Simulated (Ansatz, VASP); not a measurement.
Ge: VASP beside Ansatz

```
Ge
1.0
     0.00000    2.82891    2.82891
     2.82891    0.00000    2.82891
     2.82891    2.82891    0.00000
Ge
2
Direct
  0.75000 0.75000 0.75000
  0.50000 0.50000 0.50000
```

Alike in both runs: task single point; functional B3LYP5; k mesh 4 × 4 × 4; occupations fermi-dirac, width 0.05 eV; no spin polarisation.

|  | VASP | Ansatz |
| --- | --- | --- |
| version | VASP 6.6.1 | Ansatz 0.2.0 |
| potentials or method | VASP PAW PBE potentials, release 64 (Ge_d) | Ansatz PAW |
| plane-wave cutoff (eV) | 520 | 420 |
| valence electrons in the cell | 28 | 28 |

VASP gave:

| Quantity | Value |
| --- | --- |
| gap on the k mesh at the Fermi level (eV) | 1.11 |
| least direct gap on the mesh (eV) | 1.11 |
| pressure (GPa) | 4.5 |

Q: Which values does Ansatz return?

A: gap on the k mesh at the Fermi level (eV): 1.03; least direct gap on the mesh (eV): 1.03; pressure (GPa): 4.4.

VASP's potentials were made for PBE, not for B3LYP5. With one functional, cell and mesh, what is left measures potentials, basis and numerics.

The k mesh is coarse, so the values compare programs but aren't converged.
